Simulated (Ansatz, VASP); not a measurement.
Two plane-wave programs on Ti

```
Ti
1.0
     0.00000    2.19240    2.19240
     2.19240    0.00000    2.19240
     2.19240    2.19240    0.00000
Ti
1
Direct
  0.00000 0.00000 0.00000
```

Change from the starting cell: strain +0.080 along x and y, +0.080 along z, atoms carried along.

Alike in both runs: task single point; functional r2SCAN; k mesh 20 × 20 × 20; occupations gaussian, width 0.15 eV; no spin polarisation.

```csv
,VASP,Ansatz
version,VASP 6.6.1,Ansatz 0.2.0
potentials or method,"VASP PAW PBE potentials, release 64 (Ti_sv), cutoff 520 eV","scalar-relativistic, plane waves, PAW"
valence electrons in the cell,12,12
```

```csv
,VASP,Ansatz,Ansatz less VASP
gap on the k mesh at the Fermi level (eV),none,none,-
pressure (GPa),-15.3,-15.5,-0.24
```

VASP's potentials were made for PBE, not for r2SCAN. A gap of «none» marks a metal or a gap that the smearing closes.
